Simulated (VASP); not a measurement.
# MoS2 (P6_3/mmc) in VASP: notebook

Runs on MoS2. Level: LDA. Tasks: single point.

Everything below comes from runs of VASP 6.6.1. Logs are shortened: lines on timing, memory, paths and dates and some standing lists are left out, and cuts for length are marked.

## (1) The cell of the first run

Symmetry: P6_3/mmc, No. 194, hexagonal system. Conventional cell: a = 3.251 Å, b = 3.251 Å, c = 12.644 Å, α = 90.00°, β = 90.00°, γ = 120.00°. Within 3.3 Å of Mo (site symmetry -6m2) lie 6 S at 2.47 Å and 6 Mo at 3.25 Å. Within 3.3 Å of S (site symmetry 3m) lie 3 Mo at 2.47 Å and 7 S at 3.21 to 3.25 Å.

## (2) Single point, LDA

Contents of INCAR:

```
  PREC = Accurate
  ENCUT = 520
  EDIFF = 1E-7
  ISMEAR = 1
  SIGMA = 0.05
  LREAL = F
  LASPH = T
  NELM = 80
  ALGO = Normal
  ISIF = 2
  LWAVE = F
  LCHARG = F
  GGA = CA
  NBANDS = 35
```

Contents of KPOINTS:

```
Automatic mesh
0
Gamma
  8 8 2
```

Contents of POSCAR:

```
MoS2
1.0
    3.2513482650      0.0000000000      0.0000000000
   -1.6256741325      2.8157455724      0.0000000000
    0.0000000000      0.0000000000     12.6442461401
Mo S
2 4
Direct
    0.3333333333      0.6666666667      0.2500000000
    0.6666666667      0.3333333333      0.7500000000
    0.3333333333      0.6666666667      0.6230000000
    0.6666666667      0.3333333333      0.1230000000
    0.3333333333      0.6666666667      0.8770000000
    0.6666666667      0.3333333333      0.3770000000
```

Potentials or basis: VASP PAW LDA potentials, release 64 (Mo_sv, S).

Launch:

```
$ cat potpaw_LDA.64/Mo_sv/POTCAR potpaw_LDA.64/S/POTCAR > POTCAR
$ mpirun -np 1 vasp_std > vasp.out
```

OUTCAR:

```text
PREC = Accurate
   ENCUT = 520
   EDIFF = 1E-7
   ISMEAR = 1
   LREAL = F
   LASPH = T
   NELM = 80
   ISIF = 2
   GGA = CA

 ion  position               nearest neighbor table
   1  0.333  0.667  0.250-   4 2.47   6 2.47   4 2.47   6 2.47   4 2.47   6 2.47
   2  0.667  0.333  0.750-   3 2.47   5 2.47   3 2.47   5 2.47   3 2.47   5 2.47
   3  0.333  0.667  0.623-   2 2.47   2 2.47   2 2.47
   4  0.667  0.333  0.123-   1 2.47   1 2.47   1 2.47
   5  0.333  0.667  0.877-   2 2.47   2 2.47   2 2.47
   6  0.667  0.333  0.377-   1 2.47   1 2.47   1 2.47

  LATTYP: Found a hexagonal cell.
 ALAT       =     3.2513482650
 C/A-ratio  =     3.8889239508

  Lattice vectors:

 A1 = (   3.2513482650,   0.0000000000,   0.0000000000)
 A2 = (  -1.6256741325,   2.8157455724,   0.0000000000)
 A3 = (   0.0000000000,   0.0000000000,  12.6442461401)

Analysis of symmetry for initial positions (statically):
=====================================================================
 Subroutine PRICEL returns:
 Original cell was already a primitive cell.

 Routine SETGRP: Setting up the symmetry group for a
 hexagonal supercell.

 Subroutine GETGRP returns: Found 24 space group operations
 (whereof 12 operations were pure point group operations)
 out of a pool of 24 trial point group operations.

The static configuration has the point symmetry D_3d.
 The point group associated with its full space group is D_6h.

Analysis of symmetry for dynamics (positions and initial velocities):
=====================================================================
 Subroutine PRICEL returns:
 Original cell was already a primitive cell.

 Routine SETGRP: Setting up the symmetry group for a
 hexagonal supercell.

 Subroutine GETGRP returns: Found 24 space group operations
 (whereof 12 operations were pure point group operations)
 out of a pool of 24 trial point group operations.

The dynamic configuration has the point symmetry D_3d.
 The point group associated with its full space group is D_6h.

 Subroutine INISYM returns: Found 24 space group operations
 (whereof 12 operations are pure point group operations),
 and found     1 'primitive' translations

----------------------------------------------------------------------------------------

                                     Primitive cell

  volume of cell :     115.7577

  direct lattice vectors                    reciprocal lattice vectors
     3.251348265  0.000000000  0.000000000     0.307564714  0.177572862  0.000000000
    -1.625674132  2.815745572  0.000000000     0.000000000  0.355145724  0.000000000
     0.000000000  0.000000000 12.644246140     0.000000000  0.000000000  0.079087356

  length of vectors
     3.251348265  3.251344263 12.644246140     0.355145287  0.355145724  0.079087356

  position of ions in fractional coordinates (direct lattice)
     0.333333333  0.666666667  0.250000000
     0.666666667  0.333333333  0.750000000
     0.333333333  0.666666667  0.623000000
     0.666666667  0.333333333  0.123000000
     0.333333333  0.666666667  0.877000000
     0.666666667  0.333333333  0.377000000

  ion indices of the primitive-cell ions
   primitive index   ion index
                 1           1
                 2           2
                 3           3
                 4           4
                 5           5
                 6           6

----------------------------------------------------------------------------------------

 KPOINTS: Automatic mesh

Automatic generation of k-mesh.
 Grid dimensions read from file:
 generate k-points for:    8    8    2

 Generating k-lattice:

  Cartesian coordinates                     Fractional coordinates (reciprocal lattice)
     0.038445589  0.022196608  0.000000000     0.125000000 -0.000000000  0.000000000
     0.000000000  0.044393216  0.000000000     0.000000000  0.125000000  0.000000000
     0.000000000  0.000000000  0.039543678     0.000000000  0.000000000  0.500000000

  Length of vectors
     0.044393161  0.044393216  0.039543678

  Shift w.r.t. Gamma in fractional coordinates (k-lattice)
     0.000000000  0.000000000  0.000000000

 Subroutine IBZKPT returns following result:
 ===========================================

 Found     20 irreducible k-points:

 Following reciprocal coordinates:
            Coordinates               Weight
  0.000000  0.000000  0.000000      1.000000
  0.125000  0.000000  0.000000      6.000000
  0.250000  0.000000  0.000000      6.000000
  0.375000  0.000000  0.000000      6.000000
  0.500000  0.000000  0.000000      3.000000
  0.125000  0.125000  0.000000      6.000000
[... 12 lines left out ...]
  0.250000  0.250000  0.500000      6.000000
  0.375000  0.250000  0.500000      6.000000
   k-points           NKPTS =     20   k-points in BZ     NKDIM =     20   number of bands    NBANDS=     35
   number of dos      NEDOS =    301   number of ions     NIONS =      6
   total plane-waves  NPLWV =  55296
   dimension x,y,z NGX =    24 NGY =   24 NGZ =   96
   dimension x,y,z NGXF=    48 NGYF=   48 NGZF=  192
   ions per type =               2   4
   NGX,Y,Z   is equivalent  to a cutoff of  12.27, 12.27, 12.62 a.u.
   NGXF,Y,Z  is equivalent  to a cutoff of  24.54, 24.54, 25.24 a.u.
 SYSTEM =  unknown system
   PREC   = accura    normal or accurate (medium, high low for compatibility)
   ISTART =      0    job   : 0-new  1-cont  2-samecut
   ICHARG =      2    charge: 1-file 2-atom 10-const
   ISPIN  =      1    spin polarized calculation?
   LNONCOLLINEAR =      F non collinear calculations
   LSORBIT =      F    spin-orbit coupling
   LASPH  =      T    aspherical Exc in radial PAW
   ENCUT  =  520.0 eV  38.22 Ry    6.18 a.u.   6.05  6.05 23.51*2*pi/ulx,y,z
   NELM   =     80;   NELMIN=  2; NELMDL= -5     # of ELM steps
   EDIFF  = 0.1E-06   stopping-criterion for ELM
   LREAL  =      F    real-space projection
   EDIFFG = 0.1E-05   stopping-criterion for IOM
   NSW    =      0    number of steps for IOM
   IBRION =     -1    ionic relax: 0-MD 1-quasi-New 2-CG
   NFREE  =      0    steps in history (QN), initial steepest desc. (CG)
   ISIF   =      2    stress and relaxation
   ISYM   =      2    0-nonsym 1-usesym 2-fastsym
   POTIM  = 0.5000    time-step for ionic-motion
   TEBEG  =    0.0;   TEEND  =   0.0 temperature during run
   PSTRESS=    0.0 pullay stress
   NELECT =      52.0000    total number of electrons
   NUPDOWN=      -1.0000    fix difference up-down
   EMIN   =  10.00;   EMAX   =-10.00  energy-range for DOS
   EFERMI =   0.00;   METHOD = LEGACY
   ISMEAR =     1;   SIGMA  =   0.05  broadening in eV -4-tet -1-fermi 0-gaus
   EFERMI_NEDOS =   21; number of points for ismear=-14 and -15
   IALGO  =     38    algorithm
   IMIX   =      4    mixing-type and parameters
     AMIX     =   0.40;   BMIX     =  1.00
     AMIX_MAG =   1.60;   BMIX_MAG =  1.00
  volume/ion in A,a.u.               =      19.29       130.20
  Fermi-wavevector in a.u.,A,eV,Ry     =   1.253793  2.369326 21.388332  1.571998
  Thomas-Fermi vector in A             =   2.387629
   LORBIT       =      0    0 simple, 1 ext, 2 COOP (PROOUT), +10 PAW based schemes
   GGA     = CA    functional components
   LHFCALC =     F    Hartree Fock is set to
   AEXX    =    0.0000 exact exchange contribution
   IVDW    =     0    specifies the selected vdW correction
   LEPSILON=     F    determine dielectric tensor
   LRPA    =     F    only Hartree local field effects (RPA)
 non-spin polarized calculation
 Methfessel and Paxton  Order N= 1 SIGMA  =   0.05
  energy-cutoff  :      520.00
  volume of cell :      115.76
 maximum number of plane-waves:      3152
   NGX = 13   NGY = 13   NGZ = 47

 number of electron      52.0000003 magnetization

 Free energy of the ion-electron system (eV)
  ---------------------------------------------------
  ext. energy  EPLUGINS =         0.00000000
  ---------------------------------------------------
  free energy    TOTEN  =       -48.33469341 eV

  energy without entropy =      -48.33469341  energy(sigma->0) =      -48.33469341

 E-fermi :   6.5417     XC(G=0): -10.7566

 val. band max:        6.3142424424   @ k =   0.0000   0.0000   0.0000
 cond. band min:       7.2722297345   @ k =   0.2500   0.1250   0.0000
 fundamental gap:      0.9579872921
 Fermi energy:         6.5416993140

 k-point     1 :       0.0000    0.0000    0.0000
  band No.  band energies     occupation
      1     -54.8383      2.00000
      2     -54.8383      2.00000
      3     -29.1220      2.00000
      4     -29.1219      2.00000
      5     -28.9608      2.00000
      6     -28.9608      2.00000
[... 27 lines left out ...]
     34       8.5408      0.00000
     35      11.3921      0.00000

 k-point     2 :       0.1250    0.0000    0.0000
  band No.  band energies     occupation
      1     -54.8342      2.00000
      2     -54.8341      2.00000
      3     -29.1138      2.00000
      4     -29.1137      2.00000
      5     -29.0045      2.00000
      6     -29.0045      2.00000
[... 27 lines left out ...]
     34       8.6756      0.00000
     35      12.3047      0.00000

 k-point     3 :       0.2500    0.0000    0.0000
  band No.  band energies     occupation
      1     -54.8242      2.00000
      2     -54.8242      2.00000
      3     -29.1087      2.00000
      4     -29.1087      2.00000
      5     -29.0938      2.00000
      6     -29.0938      2.00000
[... 27 lines left out ...]
     34       9.2975      0.00000
     35      13.2394      0.00000

 k-point     4 :       0.3750    0.0000    0.0000
  band No.  band energies     occupation
      1     -54.8142      2.00000
      2     -54.8142      2.00000
      3     -29.2112      2.00000
      4     -29.2112      2.00000
      5     -29.0738      2.00000
      6     -29.0738      2.00000
[... 27 lines left out ...]
     34       9.7171      0.00000
     35      12.1337      0.00000

 k-point     5 :       0.5000    0.0000    0.0000
  band No.  band energies     occupation
      1     -54.8101      2.00000
      2     -54.8101      2.00000
      3     -29.2532      2.00000
      4     -29.2532      2.00000
      5     -29.0655      2.00000
      6     -29.0655      2.00000
[... 486 lines left out ...]
 k-point    18 :       0.3750    0.1250    0.5000
  band No.  band energies     occupation
      1     -54.8101      2.00000
      2     -54.8101      2.00000
      3     -29.2305      2.00000
      4     -29.2305      2.00000
      5     -29.0656      2.00000
      6     -29.0656      2.00000
[... 27 lines left out ...]
     34       9.6494      0.00000
     35      12.2780      0.00000

 k-point    19 :       0.2500    0.2500    0.5000
  band No.  band energies     occupation
      1     -54.8101      2.00000
      2     -54.8101      2.00000
      3     -29.1993      2.00000
      4     -29.1993      2.00000
      5     -29.0850      2.00000
      6     -29.0850      2.00000
[... 27 lines left out ...]
     34       9.8999      0.00000
     35      12.9822      0.00000

 k-point    20 :       0.3750    0.2500    0.5000
  band No.  band energies     occupation
      1     -54.8072      2.00000
      2     -54.8072      2.00000
      3     -29.2026      2.00000
      4     -29.2026      2.00000
      5     -29.1189      2.00000
      6     -29.1189      2.00000
[... 27 lines left out ...]
     34       9.9706      0.00000
     35      12.5723      0.00000

------------------------ aborting loop because EDIFF is reached ----------------------------------------

  FORCE on cell =-STRESS in cart. coord.  units (eV):
  Direction    XX          YY          ZZ          XY          YZ          ZX
  --------------------------------------------------------------------------------------
  -------------------------------------------------------------------------------------
  Total      -10.3430996    -10.3430656    -10.8868422      0.0000000      0.0000000      0.0000000
  in kB     -143.1566233   -143.1561534   -150.6824489      0.0000000      0.0000000      0.0000000
  external PRESSURE =    -145.6650752 kB  Pullay stress =       0.0000000 kB

 VOLUME and BASIS-vectors are now :
 -----------------------------------------------------------------------------
  energy-cutoff  :      520.00
  volume of cell :      115.76
      direct lattice vectors                 reciprocal lattice vectors
     3.251348265  0.000000000  0.000000000     0.307564714  0.177572862  0.000000000
    -1.625674132  2.815745572  0.000000000     0.000000000  0.355145724  0.000000000
     0.000000000  0.000000000 12.644246140     0.000000000  0.000000000  0.079087356

 POSITION                                       TOTAL-FORCE (eV/Angst)
 -----------------------------------------------------------------------------------
     -0.00000      1.87716      3.16106        -0.000000     -0.000000      0.000000
      1.62567      0.93858      9.48318         0.000000      0.000000      0.000000
     -0.00000      1.87716      7.87737        -0.000000      0.000000      1.526009
      1.62567      0.93858      1.55524         0.000000     -0.000000      1.526009
     -0.00000      1.87716     11.08900        -0.000000      0.000000     -1.526009
      1.62567      0.93858      4.76688         0.000000     -0.000000     -1.526009
 -----------------------------------------------------------------------------------
    total drift:                               -0.000000      0.000000     -0.000000

  FREE ENERGIE OF THE ION-ELECTRON SYSTEM (eV)
  ---------------------------------------------------
  free  energy   TOTEN  =       -48.3346934050 eV

  energy  without entropy=      -48.3346934050  energy(sigma->0) =      -48.33469341
```

Run time: 64 s. Hardware: 1 thread of Intel Xeon Platinum 8259CL at 2.50GHz (Skylake/Cascade Lake), shared host; peak memory 0.22 GiB.

What came out:

| Quantity | Value |
| --- | --- |
| Free energy | -48.3347 eV |
| Pressure | -14.6 GPa |
| Largest force | 1.526 eV/Å |
| Band gap on the k mesh | 0.96 eV, indirect (least direct gap 1.74 eV) |

Forces on the atoms (eV/Å):
```
Mo   0.000  0.000  0.000
Mo   0.000  0.000  0.000
S    0.000  0.000  1.526
S    0.000  0.000  1.526
S    0.000  0.000 -1.526
S    0.000  0.000 -1.526
```

Stress tensor (GPa, compression positive):
```
-14.32   0.00   0.00
  0.00 -14.32   0.00
  0.00   0.00 -15.07
```

Caveat: forces of over 1 eV/Å act on the atoms, so gaps and moduli don't describe the material at rest.

## (3) Single point, LDA

This run uses another cell than the first one, of 20.01 Å³/atom, 1.037 times its volume.

Contents of INCAR:

```
PREC = Accurate
ENCUT = 520
EDIFF = 1E-6
ISMEAR = 1
SIGMA = 0.05
LREAL = False
LASPH = True
NELM = 80
ALGO = Normal
ISIF = 2
LWAVE = False
LCHARG = False
NBANDS = 35
```

Contents of KPOINTS:

```
regular mesh
0
Gamma
  8 8 2
```

Edit POSCAR of step 2 so:

```diff
@@ -2,5 +2,5 @@
 1.0
-    3.2513482650      0.0000000000      0.0000000000
-   -1.6256741325      2.8157455724      0.0000000000
-    0.0000000000      0.0000000000     12.6442461401
+    3.2910027618      0.0000000000      0.0000000000
+   -1.6455013809      2.8500873176      0.0000000000
+    0.0000000000      0.0000000000     12.7984594622
 Mo S
```

Potentials or basis: VASP PAW LDA potentials, release 64 (Mo_sv, S).

Launch:

```
$ cat potpaw_LDA.64/Mo_sv/POTCAR potpaw_LDA.64/S/POTCAR > POTCAR
$ mpirun -np 1 vasp_std > vasp.out
```

Run time: 75 s. Hardware: 1 thread of Intel Xeon Platinum 8259CL at 2.50GHz (Skylake/Cascade Lake), shared host; peak memory 0.22 GiB.

It converged, with:

```
Free energy            : -47.9028 eV
Pressure               : -17.7 GPa
Largest force          : 1.945 eV/Å
Band gap on the k mesh : 0.97 eV, indirect (least direct gap 1.65 eV)
```

Forces in eV/Å, atoms in the order of the input:
```
Mo   0.000  0.000  0.000
Mo   0.000  0.000  0.000
S    0.000  0.000  1.945
S    0.000  0.000  1.945
S    0.000  0.000 -1.945
S    0.000  0.000 -1.945
```

Stress tensor (GPa, compression positive):
```
-17.33   0.00   0.00
  0.00 -17.33   0.00
  0.00   0.00 -18.54
```

Levels at points of the mesh, in eV from the valence-band top:
```
           k point  band 22  band 23  band 24  band 25  band 26  band 27  band 28  band 29  band 30  band 31
(0.00, 0.00, 0.00)    -1.82    -1.82    -1.06    -0.85     0.00     1.92     1.92     1.95     1.95     2.00
(0.50, 0.00, 0.00)    -2.19    -1.53    -1.36    -1.13    -1.02     1.42     1.45     1.77     1.97     2.56
(0.00, 0.00, 0.50)    -1.84    -1.84    -1.84    -0.20    -0.20     1.93     1.93     1.93     1.93     2.07
(0.50, 0.00, 0.50)    -2.32    -1.45    -1.45    -1.07    -1.07     1.43     1.43     1.87     1.87     2.90
```

Caveat: forces of over 1 eV/Å act on the atoms, so gaps and moduli don't describe the material at rest. LDA gaps usually lie below the measured ones, often by a third to a half.
